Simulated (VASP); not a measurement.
# Mg4H in VASP: notebook

The runs below take Mg4H through single point, with PBE.

All numbers are computed with VASP 6.6.1; they aren't measurements. Logs are shortened: lines on timing, memory, paths and dates and some standing lists are left out, and cuts for length are marked.

## (1) The cell of the first run

The cell holds a slab with vacuum, 10 atoms: a = 6.420 Å, b = 5.138 Å, c = 21.664 Å, α = 90.00°, β = 90.00°, γ = 90.00°.

## (2) Single point, PBE

File INCAR:

```
PREC = Accurate ; ENCUT = 520
EDIFF = 1E-7 ; ISMEAR = 0
SIGMA = 0.1 ; LREAL = F
LASPH = T ; NELM = 60
ALGO = Normal ; ISIF = 2
LWAVE = F ; LCHARG = F
LDIPOL = T ; IDIPOL = 3
DIPOL = 0.5 0.5 0.315 ; GGA = PE
NBANDS = 20
```

File KPOINTS:

```
Automatic mesh
0
Gamma
  4 5 1
```

File POSCAR:

```
Mg4H
1.0
    6.4201385733      0.0000000000      0.0000000000
    0.0000000000      5.1379129567      0.0000000000
    0.0000000000      0.0000000000     21.6644777330
Mg H
8 2
Direct
    0.0000000000      0.7500000000      0.1846340378
    0.5000000000      0.7500000000      0.1846340378
    0.2500000000      0.2500000000      0.2274076137
    0.7500000000      0.2500000000      0.2274076137
    0.2500000000      0.7500000000      0.3173234500
    0.7500000000      0.7500000000      0.3173234500
    0.0000000000      0.2500000000      0.3537808678
    0.5000000000      0.2500000000      0.3537808678
    0.6580237921      0.0833333333      0.4922563961
    0.8419762079      0.0833333333      0.4922563961
```

Potentials or basis: VASP PAW PBE potentials, release 64 (Mg, H).

Run with:

```
$ cat potpaw_PBE.64/Mg/POTCAR potpaw_PBE.64/H/POTCAR > POTCAR
$ mpirun -np 1 vasp_std > vasp.out
```

OUTCAR:

```text
PREC = Accurate
   ENCUT = 520
   EDIFF = 1E-7
   ISMEAR = 0
   LREAL = F
   LASPH = T
   NELM = 60
   ISIF = 2
   GGA = PE

 ion  position               nearest neighbor table
   1  0.000  0.750  0.185-   3 3.17   4 3.17   3 3.17   4 3.17   2 3.21   2 3.21   6 3.29   5 3.29

   2  0.500  0.750  0.185-   3 3.17   4 3.17   3 3.17   4 3.17   1 3.21   1 3.21   6 3.29   5 3.29

   3  0.250  0.250  0.227-   1 3.17   2 3.17   1 3.17   2 3.17   7 3.17   8 3.17   4 3.21   4 3.21
                             5 3.22   5 3.22
   4  0.750  0.250  0.227-   1 3.17   2 3.17   1 3.17   2 3.17   7 3.17   8 3.17   3 3.21   3 3.21
                             6 3.22   6 3.22
   5  0.250  0.750  0.317-   7 3.13   8 3.13   7 3.13   8 3.13   6 3.21   6 3.21   3 3.22   3 3.22
                             1 3.29   2 3.29
   6  0.750  0.750  0.317-   7 3.13   8 3.13   7 3.13   8 3.13   5 3.21   5 3.21   4 3.22   4 3.22
                             1 3.29   2 3.29
   7  0.000  0.250  0.354-   5 3.13   6 3.13   5 3.13   6 3.13   3 3.17   4 3.17   8 3.21   8 3.21

   8  0.500  0.250  0.354-   5 3.13   6 3.13   5 3.13   6 3.13   3 3.17   4 3.17   7 3.21   7 3.21

   9  0.658  0.083  0.492-
  10  0.842  0.083  0.492-

  LATTYP: Found a simple orthorhombic cell.
 ALAT       =     5.1379129567
 B/A-ratio  =     1.2495615686
 C/A-ratio  =     4.2165910391

  Lattice vectors:

 A1 = (   0.0000000000,  -5.1379129567,   0.0000000000)
 A2 = (   6.4201385733,   0.0000000000,   0.0000000000)
 A3 = (   0.0000000000,   0.0000000000,  21.6644777330)

Analysis of symmetry for initial positions (statically):
=====================================================================
 Subroutine PRICEL returns:
 Original cell was already a primitive cell.

 Routine SETGRP: Setting up the symmetry group for a
 simple orthorhombic supercell.

 Subroutine GETGRP returns: Found  2 space group operations
 (whereof  1 operations were pure point group operations)
 out of a pool of  8 trial point group operations.

The static configuration has the point symmetry C_1 .
 The point group associated with its full space group is C_1h.

Analysis of symmetry for dynamics (positions and initial velocities):
=====================================================================
 Subroutine PRICEL returns:
 Original cell was already a primitive cell.

 Routine SETGRP: Setting up the symmetry group for a
 simple orthorhombic supercell.

 Subroutine GETGRP returns: Found  2 space group operations
 (whereof  1 operations were pure point group operations)
 out of a pool of  8 trial point group operations.

The dynamic configuration has the point symmetry C_1 .
 The point group associated with its full space group is C_1h.

 Subroutine INISYM returns: Found  2 space group operations
 (whereof  1 operations are pure point group operations),
 and found     1 'primitive' translations

----------------------------------------------------------------------------------------

                                     Primitive cell

  volume of cell :     714.6269

  direct lattice vectors                    reciprocal lattice vectors
     6.420138573  0.000000000  0.000000000     0.155759878  0.000000000  0.000000000
     0.000000000  5.137912957  0.000000000     0.000000000  0.194631557  0.000000000
     0.000000000  0.000000000 21.664477733     0.000000000  0.000000000  0.046158509

  length of vectors
     6.420138573  5.137912957 21.664477733     0.155759878  0.194631557  0.046158509

  position of ions in fractional coordinates (direct lattice)
     0.000000000  0.750000000  0.184634038
     0.500000000  0.750000000  0.184634038
     0.250000000  0.250000000  0.227407614
     0.750000000  0.250000000  0.227407614
     0.250000000  0.750000000  0.317323450
     0.750000000  0.750000000  0.317323450
     0.000000000  0.250000000  0.353780868
     0.500000000  0.250000000  0.353780868
     0.658023792  0.083333333  0.492256396
     0.841976208  0.083333333  0.492256396

  ion indices of the primitive-cell ions
   primitive index   ion index
                 1           1
                 2           2
                 3           3
                 4           4
                 5           5
                 6           6
                 7           7
                 8           8
                 9           9
                10          10

----------------------------------------------------------------------------------------

 KPOINTS: Automatic mesh

Automatic generation of k-mesh.
 Grid dimensions read from file:
 generate k-points for:    4    5    1

 Generating k-lattice:

  Cartesian coordinates                     Fractional coordinates (reciprocal lattice)
     0.038939969  0.000000000  0.000000000     0.250000000  0.000000000  0.000000000
     0.000000000  0.038926311  0.000000000     0.000000000  0.200000000  0.000000000
     0.000000000  0.000000000  0.046158509     0.000000000  0.000000000  1.000000000

  Length of vectors
     0.038939969  0.038926311  0.046158509

  Shift w.r.t. Gamma in fractional coordinates (k-lattice)
     0.000000000  0.000000000  0.000000000

 Subroutine IBZKPT returns following result:
 ===========================================

 Found      9 irreducible k-points:

 Following reciprocal coordinates:
            Coordinates               Weight
  0.000000  0.000000  0.000000      1.000000
  0.250000  0.000000  0.000000      2.000000
  0.500000  0.000000  0.000000      1.000000
  0.000000  0.200000  0.000000      2.000000
  0.250000  0.200000  0.000000      4.000000
  0.500000  0.200000  0.000000      2.000000
  0.000000  0.400000  0.000000      2.000000
  0.250000  0.400000  0.000000      4.000000
  0.500000  0.400000  0.000000      2.000000
   k-points           NKPTS =      9   k-points in BZ     NKDIM =      9   number of bands    NBANDS=     20
   number of dos      NEDOS =    301   number of ions     NIONS =     10
   total plane-waves  NPLWV = 311040
   dimension x,y,z NGX =    48 NGY =   40 NGZ =  162
   dimension x,y,z NGXF=    96 NGYF=   80 NGZF=  324
   ions per type =               8   2
   NGX,Y,Z   is equivalent  to a cutoff of  12.43, 12.94, 12.43 a.u.
   NGXF,Y,Z  is equivalent  to a cutoff of  24.86, 25.89, 24.86 a.u.
 SYSTEM =  unknown system
   PREC   = accura    normal or accurate (medium, high low for compatibility)
   ISTART =      0    job   : 0-new  1-cont  2-samecut
   ICHARG =      2    charge: 1-file 2-atom 10-const
   ISPIN  =      1    spin polarized calculation?
   LNONCOLLINEAR =      F non collinear calculations
   LSORBIT =      F    spin-orbit coupling
   LASPH  =      T    aspherical Exc in radial PAW
   ENCUT  =  520.0 eV  38.22 Ry    6.18 a.u.  11.94  9.55 40.28*2*pi/ulx,y,z
   NELM   =     60;   NELMIN=  2; NELMDL= -5     # of ELM steps
   EDIFF  = 0.1E-06   stopping-criterion for ELM
   LREAL  =      F    real-space projection
   EDIFFG = 0.1E-05   stopping-criterion for IOM
   NSW    =      0    number of steps for IOM
   IBRION =     -1    ionic relax: 0-MD 1-quasi-New 2-CG
   NFREE  =      0    steps in history (QN), initial steepest desc. (CG)
   ISIF   =      2    stress and relaxation
   ISYM   =      2    0-nonsym 1-usesym 2-fastsym
   POTIM  = 0.5000    time-step for ionic-motion
   TEBEG  =    0.0;   TEEND  =   0.0 temperature during run
   PSTRESS=    0.0 pullay stress
   NELECT =      18.0000    total number of electrons
   NUPDOWN=      -1.0000    fix difference up-down
   EMIN   =  10.00;   EMAX   =-10.00  energy-range for DOS
   EFERMI =   0.00;   METHOD = LEGACY
   ISMEAR =     0;   SIGMA  =   0.10  broadening in eV -4-tet -1-fermi 0-gaus
   EFERMI_NEDOS =   21; number of points for ismear=-14 and -15
   IALGO  =     38    algorithm
   IMIX   =      4    mixing-type and parameters
     AMIX     =   0.40;   BMIX     =  1.00
     AMIX_MAG =   1.60;   BMIX_MAG =  1.00
  volume/ion in A,a.u.               =      71.46       482.25
  Fermi-wavevector in a.u.,A,eV,Ry     =   0.479887  0.906855  3.133310  0.230292
  Thomas-Fermi vector in A             =   1.477146
   LORBIT       =      0    0 simple, 1 ext, 2 COOP (PROOUT), +10 PAW based schemes
   GGA     = PE    functional components
   LHFCALC =     F    Hartree Fock is set to
   AEXX    =    0.0000 exact exchange contribution
   IVDW    =     0    specifies the selected vdW correction
   LEPSILON=     F    determine dielectric tensor
   LRPA    =     F    only Hartree local field effects (RPA)
 non-spin polarized calculation
 Gauss-broadening in eV      SIGMA  =   0.10
  energy-cutoff  :      520.00
  volume of cell :      714.63
 maximum number of plane-waves:     19292
 NGX is ok and might be reduce to    48
   NGX = 23   NGY = 19   NGZ = 81

 dipolmoment           0.000000      0.000000     -0.006563 electrons x Angstroem

 number of electron      18.0000000 magnetization

 dipolmoment           0.000000      0.000000      0.021516 electrons x Angstroem

 Free energy of the ion-electron system (eV)
  ---------------------------------------------------
  ext. energy  EPLUGINS =         0.00000000
  ---------------------------------------------------
  free energy    TOTEN  =       -14.64564094 eV

  energy without entropy =      -14.60857115  energy(sigma->0) =      -14.62710605

 E-fermi :  -2.0203     XC(G=0):  -3.2504

 val. band max:       -2.0287462423   @ k =   0.2500   0.2000   0.0000
 cond. band min:      -1.9461413005   @ k =   0.5000   0.2000   0.0000
 fundamental gap:      0.0826049418
 Fermi energy:        -2.0202908503

 k-point     1 :       0.0000    0.0000    0.0000
  band No.  band energies     occupation
      1      -8.0257      2.00000
      2      -7.3091      2.00000
      3      -5.8349      2.00000
      4      -4.4862      2.00000
      5      -4.3720      2.00000
      6      -2.9607      2.00000
[... 12 lines left out ...]
     19       1.3392      0.00000
     20       1.3735      0.00000

 k-point     2 :       0.2500    0.0000    0.0000
  band No.  band energies     occupation
      1      -7.8055      2.00000
      2      -7.2904      2.00000
      3      -5.9725      2.00000
      4      -5.6197      2.00000
      5      -3.8870      2.00000
      6      -2.7618      2.00000
[... 12 lines left out ...]
     19       1.6129      0.00000
     20       1.6964      0.00000

 k-point     3 :       0.5000    0.0000    0.0000
  band No.  band energies     occupation
      1      -7.3804      2.00000
      2      -7.0901      2.00000
      3      -7.0241      2.00000
      4      -4.9915      2.00000
      5      -4.9502      2.00000
      6      -2.2844      1.99981
[... 12 lines left out ...]
     19       1.3896      0.00000
     20       1.5003      0.00000

 k-point     4 :       0.0000    0.2000    0.0000
  band No.  band energies     occupation
      1      -7.8074      2.00000
      2      -7.2809      2.00000
      3      -5.6363      2.00000
      4      -4.3897      2.00000
      5      -4.2712      2.00000
      6      -4.1549      2.00000
[... 12 lines left out ...]
     19       1.1624      0.00000
     20       1.2998      0.00000

 k-point     5 :       0.2500    0.2000    0.0000
  band No.  band energies     occupation
      1      -7.5973      2.00000
      2      -7.2541      2.00000
      3      -5.7519      2.00000
      4      -5.4201      2.00000
      5      -4.1714      2.00000
      6      -3.6918      2.00000
[... 12 lines left out ...]
     19       1.7044      0.00000
     20       1.8150      0.00000

 k-point     6 :       0.5000    0.2000    0.0000
  band No.  band energies     occupation
      1      -7.3316      2.00000
      2      -6.8660      2.00000
      3      -6.8327      2.00000
      4      -4.7881      2.00000
      5      -4.7532      2.00000
      6      -3.5275      2.00000
[... 12 lines left out ...]
     19       1.6448      0.00000
     20       1.7545      0.00000

 k-point     7 :       0.0000    0.4000    0.0000
  band No.  band energies     occupation
      1      -7.3415      2.00000
      2      -7.0444      2.00000
      3      -5.9983      2.00000
      4      -4.9119      2.00000
      5      -3.8584      2.00000
      6      -3.6428      2.00000
[... 12 lines left out ...]
     19       1.5271      0.00000
     20       1.6140      0.00000

 k-point     8 :       0.2500    0.4000    0.0000
  band No.  band energies     occupation
      1      -7.3037      2.00000
      2      -6.8479      2.00000
      3      -5.7785      2.00000
      4      -5.0953      2.00000
      5      -4.6930      2.00000
      6      -4.0328      2.00000
[... 12 lines left out ...]
     19       1.6048      0.00000
     20       1.8235      0.00000

 k-point     9 :       0.5000    0.4000    0.0000
  band No.  band energies     occupation
      1      -7.2783      2.00000
      2      -6.1992      2.00000
      3      -6.1949      2.00000
      4      -5.1226      2.00000
      5      -5.1165      2.00000
      6      -4.0486      2.00000
[... 12 lines left out ...]
     19       2.0411      0.00000
     20       2.1178      0.00000

------------------------ aborting loop because EDIFF is reached ----------------------------------------

 vacuum level on the upper side and lower side of the slab       (xc-potential included)        -0.016        -0.138

  FORCE on cell =-STRESS in cart. coord.  units (eV):
  Direction    XX          YY          ZZ          XY          YZ          ZX
  --------------------------------------------------------------------------------------
  -------------------------------------------------------------------------------------
  Total       -6.9814230     -2.9626594     -0.7839418      0.0000000      0.0281673      0.0000000
  in kB      -15.6521921     -6.6422151     -1.7575798      0.0000000      0.0631503      0.0000000
  external PRESSURE =      -8.0173290 kB  Pullay stress =       0.0000000 kB

 VOLUME and BASIS-vectors are now :
 -----------------------------------------------------------------------------
  energy-cutoff  :      520.00
  volume of cell :      714.63
      direct lattice vectors                 reciprocal lattice vectors
     6.420138573  0.000000000  0.000000000     0.155759878  0.000000000  0.000000000
     0.000000000  5.137912957  0.000000000     0.000000000  0.194631557  0.000000000
     0.000000000  0.000000000 21.664477733     0.000000000  0.000000000  0.046158509

 POSITION                                       TOTAL-FORCE (eV/Angst)
 -----------------------------------------------------------------------------------
      0.00000      3.85343      4.00000         0.069273     -0.003813      0.194517
      3.21007      3.85343      4.00000        -0.069273     -0.003813      0.194517
      1.60503      1.28448      4.92667         0.000000      0.015533     -0.143616
      4.81510      1.28448      4.92667         0.000000     -0.010843     -0.090713
      1.60503      3.85343      6.87465         0.000000      0.007850      0.003964
      4.81510      3.85343      6.87465         0.000000     -0.009640     -0.048916
      0.00000      1.28448      7.66448         0.067376      0.000400     -0.052180
      3.21007      1.28448      7.66448        -0.067376      0.000400     -0.052180
      4.22460      0.42816     10.66448         4.421991      0.001963     -0.002696
      5.40560      0.42816     10.66448        -4.421991      0.001963     -0.002696
 -----------------------------------------------------------------------------------
    total drift:                               -0.000000      0.000034      0.000089

  FREE ENERGIE OF THE ION-ELECTRON SYSTEM (eV)
  ---------------------------------------------------
  free  energy   TOTEN  =       -14.6456409390 eV

  energy  without entropy=      -14.6085711527  energy(sigma->0) =      -14.62710605

 vacuum level on the upper side and lower side of the slab         1.763         1.625
```

Wall time 7 min (1 thread of AMD EPYC 7R43 (Zen 3), shared host); peak memory 0.61 GiB.

Results:

```yaml
Free_energy: -14.6456 eV
Largest_force: 4.422 eV/Å
Band_gap_on_the_k_mesh: zero (band 9 reaches -1.86 eV, above the bottom of band 10 at -2.09 eV)
```

Forces in eV/Å, atoms in the order of the input:
```
Mg   0.069 -0.004  0.195
Mg  -0.069 -0.004  0.195
Mg   0.000  0.016 -0.144
Mg   0.000 -0.011 -0.091
Mg   0.000  0.008  0.004
Mg   0.000 -0.010 -0.049
Mg   0.067  0.000 -0.052
Mg  -0.067  0.000 -0.052
H    4.422  0.002 -0.003
H   -4.422  0.002 -0.003
```

## (3) Single point, PBE

File INCAR:

```
SYSTEM = Mg4H
PREC     = Accurate       ! precision mode
ENCUT    = 520            ! plane-wave cutoff, eV
EDIFF    = 1E-6           ! SCF threshold, eV
ISMEAR   = 0              ! smearing method
SIGMA    = 0.1            ! smearing width, eV
LREAL    = .FALSE.        ! projectors in reciprocal space
LASPH    = .TRUE.         ! aspherical terms in the spheres
NELM     = 80             ! most SCF steps
ALGO     = Normal         ! electronic algorithm
ISIF     = 2              ! what is computed and relaxed
LWAVE    = .FALSE.        ! write WAVECAR
LCHARG   = .FALSE.        ! write CHGCAR
LDIPOL   = .TRUE.       
IDIPOL   = 3            
DIPOL    = 0.5 0.5 0.294
GGA      = PE             ! functional
NBANDS   = 20             ! bands
```

File KPOINTS:

```
Automatic mesh
0
G
  4 5 1
  0 0 0
```

POSCAR: that of step 2 with these lines changed.

```diff
@@ -16,3 +16,3 @@
     0.5000000000      0.2500000000      0.3537808678
-    0.6580237921      0.0833333333      0.4922563961
-    0.8419762079      0.0833333333      0.4922563961
+    0.6059999929      0.0833333333      0.3893229201
+    0.8940000071      0.0833333333      0.3893229201
```

Potentials or basis: VASP PAW PBE potentials, release 64 (Mg, H).

Run with:

```
$ cat potpaw_PBE.64/Mg/POTCAR potpaw_PBE.64/H/POTCAR > POTCAR
$ mpirun -np 1 vasp_std > vasp.out
```

It took 8.6 min on 1 thread of AMD EPYC 7R43 (Zen 3), shared host; peak memory 0.59 GiB.

The run converged. Its results:

| Quantity | Value |
| --- | --- |
| Free energy | -12.5809 eV |
| Largest force | 7.381 eV/Å |
| Band gap on the k mesh | zero (band 9 reaches -1.49 eV, above the bottom of band 10 at -2.40 eV) |

Forces on the atoms (eV/Å):
```
Mg  -0.014  0.061  0.195
Mg   0.014  0.061  0.195
Mg   0.000 -0.189 -0.061
Mg   0.000  0.013 -0.246
Mg   0.000 -0.044 -0.168
Mg   0.000  0.489  0.318
Mg   3.774  4.776 -4.175
Mg  -3.774  4.776 -4.175
H    2.965 -4.972  4.058
H   -2.965 -4.972  4.058
```

Levels at points of the mesh, in eV from the Fermi level:
```csv
k point,band 7,band 8,band 9,band 10,band 11,band 12
"(0.00, 0.00, 0.00)",-0.82,-0.63,-0.11,0.49,0.86,1.44
"(0.50, 0.00, 0.00)",0.03,0.03,0.67,0.69,0.75,1.27
```

## (4) Single point, PBE

File INCAR:

```
SYSTEM = Mg4H
PREC = Accurate ; ENCUT = 520
EDIFF = 1E-7 ; ISMEAR = 0
SIGMA = 0.1 ; LREAL = .False.
LASPH = .True. ; NELM = 60
ALGO = Normal ; ISIF = 2
LWAVE = .False. ; LCHARG = .True.
LDIPOL = .True. ; IDIPOL = 3
DIPOL = 0.5 0.5 0.300 ; GGA = PE
LELF = .True. ; LVHAR = .True.
LVACPOTAV = .True. ; NBANDS = 20
```

File KPOINTS:

```
Automatic mesh
0
Gamma
  4 5 1
  0 0 0
```

POSCAR: that of step 3 with these lines changed.

```diff
@@ -16,3 +16,3 @@
     0.5000000000      0.2500000000      0.3537808678
-    0.6059999929      0.0833333333      0.3893229201
-    0.8940000071      0.0833333333      0.3893229201
+    0.6059999929      0.0833333333      0.4188643661
+    0.8940000071      0.0833333333      0.4188643661
```

Run with:

```
$ cat potpaw_PBE.64/Mg/POTCAR potpaw_PBE.64/H/POTCAR > POTCAR
$ mpirun -np 1 vasp_std > vasp.out
```

It took 7.9 min on 1 thread of AMD EPYC 7R43 (Zen 3), shared host; peak memory 0.6 GiB.

The run converged. Its results:

```yaml
Free_energy: -14.7635 eV
Largest_force: 0.444 eV/Å
Band_gap_on_the_k_mesh: zero (band 9 reaches -1.77 eV, above the bottom of band 10 at -2.73 eV)
```

Forces in eV/Å, atoms in the order of the input:
```
Mg   0.015  0.069  0.209
Mg  -0.015  0.069  0.209
Mg   0.000 -0.123 -0.073
Mg   0.000 -0.051 -0.108
Mg   0.000  0.005 -0.085
Mg   0.000  0.204  0.166
Mg   0.158  0.148  0.045
Mg  -0.158  0.148  0.045
H   -0.316 -0.236 -0.204
H    0.316 -0.236 -0.204
```

Levels at points of the mesh, in eV from the Fermi level:
| k point | band 7 | band 8 | band 9 | band 10 | band 11 | band 12 |
| --- | --- | --- | --- | --- | --- | --- |
| (0.00, 0.00, 0.00) | -0.76 | -0.55 | -0.10 | 0.29 | 0.77 | 1.35 |
| (0.50, 0.00, 0.00) | 0.07 | 0.09 | 0.72 | 0.75 | 0.90 | 1.10 |
